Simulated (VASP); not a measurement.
BP: single point with b88 exchange, pbe correlation

BP:

```
P B
1.0
     0.00000    2.26900    2.26900
     2.26900    0.00000    2.26900
     2.26900    2.26900    0.00000
P B
1 1
Cartesian
  3.4035 3.4035 3.4035
  0.0000 0.0000 0.0000
```

```
Program                : VASP 6.6.1
Task                   : single point
Functional             : b88 exchange, pbe correlation
Potentials or basis    : VASP PAW PBE potentials, release 64 (P, B)
Cutoff                 : 500 eV
k mesh                 : 10 × 10 × 10
Occupations            : gaussian, width 0.01 eV
Spin                   : non-collinear spin, typed start
Starting moments       : [[0.289, 0.289, 0.289], [0.0, 0.0, 0.0]] μB
Dipole correction      : no
Further INCAR settings : ALGO = Normal; EDIFF = 1e-06; NBANDS = 20
```

The pressure is 1.2 GPa, the band gap on the k mesh is 1.25 eV (least direct gap 3.42 eV) and the net moment is 0.00 μB per cell. The valence electrons inside the program's atomic spheres are P 2.57; B 1.94.

Levels at points of the mesh, in eV from the valence-band top:
| k point | band 5 | band 6 | band 7 | band 8 | band 9 | band 10 | band 11 | band 12 |
| --- | --- | --- | --- | --- | --- | --- | --- | --- |
| (0.00, 0.00, 0.00) | 0.00 | 0.00 | 0.00 | 0.00 | 3.42 | 3.42 | 3.42 | 3.42 |
| (0.50, 0.00, 0.00) | -1.75 | -1.75 | -1.75 | -1.75 | 3.78 | 3.78 | 4.73 | 4.73 |
| (0.50, 0.50, 0.50) | -1.75 | -1.75 | -1.75 | -1.75 | 3.78 | 3.78 | 4.73 | 4.73 |
| (0.50, 0.50, 0.00) | -4.11 | -4.11 | -4.11 | -4.11 | 1.34 | 1.34 | 1.67 | 1.67 |

Moments on the atoms (μB; x, y, z):
```
P   0.00 0.00 0.00
B   0.00 0.00 0.00
```

Run time: 110 s on 1 thread of Intel(R) Xeon(R) Platinum 8559C (Emerald Rapids) (shared host), peak memory 0.34 GiB.

Caveat: the PAW data sets were made with another functional, which shifts forces and pressure a little. A k mesh can miss the band edges.
